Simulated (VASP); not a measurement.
SrCaTe2:

```
Ca Sr Te
1.0
     2.31296    1.33539    7.55898
    -2.31296    1.33539    7.55898
     0.00000   -2.67078    7.55898
Ca Sr Te
1 1 2
Direct
  0.00000 0.00000 0.00000
  0.50000 0.50000 0.50000
  0.25425 0.25425 0.25425
  0.74575 0.74575 0.74575
```

Base run:

| Property | Result |
| --- | --- |
| Program | VASP 6.6.1 |
| Functional | PBE |
| Potentials or basis | VASP PAW PBE potentials, release 64 (Ca_sv, Sr_sv, Te) |
| Cutoff | 520 eV |
| k mesh | 6 × 6 × 6 |
| Occupations | gaussian, width 0.01 eV |
| Spin | no spin polarisation |

Its results: band gap on the k mesh 1.62 eV (least direct gap 2.52 eV); pressure 0.3 GPa; largest force 0.008 eV/Å.

Question: The run is repeated on the same cell with these changes: functional from PBE to r2SCAN. What comes out?

Answer: Band gap on the k mesh 2.03 eV (least direct gap 2.95 eV); pressure 0.1 GPa; largest force 0.008 eV/Å.

Caveats: spin-orbit coupling is left out, which moves the levels of the heavy elements; the PAW data sets were made with another functional, which shifts forces and pressure a little (at least some runs).

A k mesh can miss the band edges.
